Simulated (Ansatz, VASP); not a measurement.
## One calculation of CuO, two programs

Contents of INCAR:

```
SYSTEM = CuO
PREC = Accurate
ENCUT = 600
EDIFF = 1E-6
ISMEAR = -1
SIGMA = 0.05
LREAL = .FALSE.
LASPH = .TRUE.
NELM = 150
ALGO = Normal
ISIF = 3
LWAVE = .FALSE.
LCHARG = .FALSE.
LMAXMIX = 4
LDAU = .TRUE.
LDAUTYPE = 2
LDAUL = 2 -1
LDAUU = 5.3 0
LDAUJ = 0 0
LDAUPRINT = 1
GGA = PS
IBRION = 2
NSW = 60
EDIFFG = -0.01
```

Contents of KPOINTS:

```
Automatic mesh
0
G
  10 10 10
  0 0 0
```

Contents of POSCAR:

```
CuO
1.0
    0.0000000000      2.3272527300      2.3272527300
    2.3272527300      0.0000000000      2.3272527300
    2.3272527300      2.3272527300      0.0000000000
Cu O
1 1
Direct
    0.0000000000      0.0000000000      0.0000000000
    0.2500000000      0.2500000000      0.2500000000
```

Contents of input.yaml:

```yaml
crystal:
  lattice:
    - [0.0, 2.32725273, 2.32725273]
    - [2.32725273, 0.0, 2.32725273]
    - [2.32725273, 2.32725273, 0.0]
  atoms:
    - { symbol: Cu, position: [0.0, 0.0, 0.0] }
    - { symbol: O, position: [0.25, 0.25, 0.25] }
hamiltonian:
  xc: pbesol
  pseudopotentials: { kind: paw }
  hubbard: { sites: [{ species: Cu, l: d, u_eff: 5.3 }] }
kpoints:
  mp_grid: { grid: [10, 10, 10] }
scf:
  occupations: { method: fermi_dirac, width: 0.05 }
output:
  forces: true
  stress: true
  eigenvalues: true
relax:
  f_tol: 0.01
  max_steps: 40
  cell: { stress_tol: 0.05 }
```

Alike in both runs: task relaxation of cell and atoms; functional PBEsol; k mesh 10 × 10 × 10; occupations fermi-dirac, width 0.05 eV; no spin polarisation; Hubbard terms Cu d U = 5.3 eV.

```csv
,VASP,Ansatz
version,VASP 6.6.1,Ansatz 0.2.0
potentials or method,"VASP PAW PBE potentials, release 64 (Cu, O)",Ansatz PAW
plane-wave cutoff (eV),600,420
valence electrons in the cell,17,25
```

Ansatz gave:

| Item | Value |
| --- | --- |
| gap on the k mesh at the Fermi level, each at its own relaxed structure (eV) | none |
| relaxed volume (Å³/atom) | 11.23 |
| relaxed cell length with the largest relative difference (Å) | 3.167 |

Task: Estimate VASP's values.

Result: gap on the k mesh at the Fermi level, each at its own relaxed structure (eV): none; relaxed volume (Å³/atom): 10.77; relaxed cell length with the largest relative difference (Å): 3.123.

VASP's potentials were made for PBE, not for PBEsol. The programs project onto different local orbitals, so the same U acts differently, and such runs can settle in different states. A gap of «none» marks a metal or a gap that the smearing closes. VASP's potentials hold 17 valence electrons a cell and Ansatz's 25, so a difference there can come from the potentials and not from the codes.

Noted on Ansatz's run: the plane-wave basis is chosen anew once the cell has moved, so the energies of steps on either side of that aren't comparable.
